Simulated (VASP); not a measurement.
Wanted: the native input for a VASP 6.6.1 run.

```yaml
Task: single point
Functional: PBEsol
Dispersion: D4
Potentials_or_basis: VASP PAW PBE potentials, release 64 (Li_sv, Ru_pv, N)
Cutoff: 650 eV
k_mesh: 3 × 3 × 2
Occupations: fermi-dirac, width 0.3 eV
Spin: no spin polarisation
Dipole_correction: no
Further_INCAR_settings: ALGO = Normal; EDIFF = 1e-06; NBANDS = 41
```

The structure of Li2RuN2 lies in POSCAR:

```
Li2RuN2
1.0
    6.2444670000      0.0000000000      0.0000000000
   -1.5611160000      2.7039330000      0.0000000000
    0.0000000000      0.0000000000      5.1422770000
Li Ru N
4 2 4
Direct
    0.3430687230      0.3432034004      0.3602886426
    0.1706857982      0.6646577411      0.6355587223
    0.8291404171      0.3213848124      0.3548299712
    0.6663122523      0.6643566982      0.6478511368
    0.0015208046      0.0046957524     -0.0013534860
    0.4985416181     -0.0014741490      0.0010382560
    0.3392280590      0.3317981622      0.7846512352
    0.1703927923      0.6667128956      0.2071107799
    0.8270148612      0.3179520351      0.7933870540
    0.6616955330      0.6622005797      0.2142655870
```

One way to write it, as run:

INCAR

```
SYSTEM = Li2RuN2
PREC = Accurate
ENCUT = 650
EDIFF = 1E-6
ISMEAR = -1
SIGMA = 0.3
LREAL = .False.
LASPH = .True.
NELM = 120
ALGO = Normal
ISIF = 2
LWAVE = .False.
LCHARG = .True.
GGA = PS
IVDW = 13
LELF = .True.
LVHAR = .True.
NBANDS = 41
GGA_COMPAT = .False.
```

KPOINTS

```
Automatic mesh
0
Gamma
  3 3 2
  0 0 0
```

Potentials or basis: VASP PAW PBE potentials, release 64 (Li_sv, Ru_pv, N).

Command:

```sh
$ cat potpaw_PBE.64/Li_sv/POTCAR potpaw_PBE.64/Ru_pv/POTCAR potpaw_PBE.64/N/POTCAR > POTCAR
$ mpirun -np 1 vasp_std > vasp.out
```

It gave:

```
Pressure                   : -1.3 GPa
Largest force              : 0.630 eV/Å
Band gap on the k mesh     : zero (bands 30 and 31 overlap by 0.53 eV)
Dispersion energy per atom : -0.117 eV
```

Caveat: the k points lie up to 0.67 Å⁻¹ apart, too coarse for converged energies and pressures of a metal; so wide a smearing shifts energies and pressures; the PAW data sets were made with another functional, which shifts forces and pressure a little.

Run time: 70 s on 1 thread of AMD EPYC 7R43 64-Core Processor (Zen 3), with other jobs on the host, peak memory 0.23 GiB.
